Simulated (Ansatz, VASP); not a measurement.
**One calculation of Os, two programs**

The input POSCAR:

```
Os
1.0
    0.0000000000      2.2453384845      1.4594700149
    2.2453384845      0.0000000000      1.4594700149
    2.2453384845      2.2453384845      0.0000000000
Os
1
Direct
    0.0000000000      0.0000000000      0.0000000000
```

File INCAR.step1:

```
PREC = Accurate ; ENCUT = 520
ISMEAR = 0 ; SIGMA = 0.15
LREAL = F ; LASPH = T
NELM = 100 ; NBANDS = 10
GGA = PE ; ALGO = Normal
EDIFF = 1E-4 ; LWAVE = T
LCHARG = F
```

File INCAR.step2:

```
PREC = Accurate ; ENCUT = 520
EDIFF = 1E-7 ; ISMEAR = 0
SIGMA = 0.15 ; LREAL = F
LASPH = T ; NELM = 100
ALGO = Normal ; ISIF = 2
LWAVE = F ; LCHARG = F
METAGGA = R2SCAN ; LMIXTAU = T
NBANDS = 10 ; ISTART = 1
```

KPOINTS

```
regular mesh
0
Gamma
  24 24 24
```

Input for Ansatz:

```yaml
crystal:
  lattice:
    - [0.0, 2.2453384845, 1.4594700149]
    - [2.2453384845, 0.0, 1.4594700149]
    - [2.2453384845, 2.2453384845, 0.0]
  atoms:
    - { symbol: Os, position: [0.0, 0.0, 0.0] }
basis:
  ecutwfc: 500
kpoints:
  mp_grid: { grid: [24, 24, 24] }
hamiltonian:
  xc: r2scan
scf:
  occupations: { method: gaussian, width: 0.15 }
output:
  forces: true
  stress: true
  eigenvalues: true
```

Alike in both runs: task single point; functional r2SCAN; k mesh 24 × 24 × 24; occupations gaussian, width 0.15 eV; no spin polarisation.

```csv
,VASP,Ansatz
version,VASP 6.6.1,Ansatz 0.2.0
potentials or method,"VASP PAW PBE potentials, release 64 (Os), cutoff 520 eV","scalar-relativistic, plane waves, PAW"
valence electrons in the cell,8,16
```

Ansatz gave:

```
gap on the k mesh at the Fermi level (eV)                     : none
pressure (GPa)                                                : -6.3
traceless stress, the component that is largest in VASP (GPa) : -10.53
```

Question: What did VASP give for the same quantities?

Answer: gap on the k mesh at the Fermi level (eV): none; pressure (GPa): -5.4; traceless stress, the component that is largest in VASP (GPa): -10.59.

VASP's potentials were made for PBE, not for r2SCAN. A gap of «none» marks a metal or a gap that the smearing closes. With one functional, cell and mesh, what is left measures potentials, basis and numerics. VASP's potentials hold 8 valence electrons a cell and Ansatz's 16, so a difference there can come from the potentials and not from the codes.

Spin-orbit coupling is off throughout.
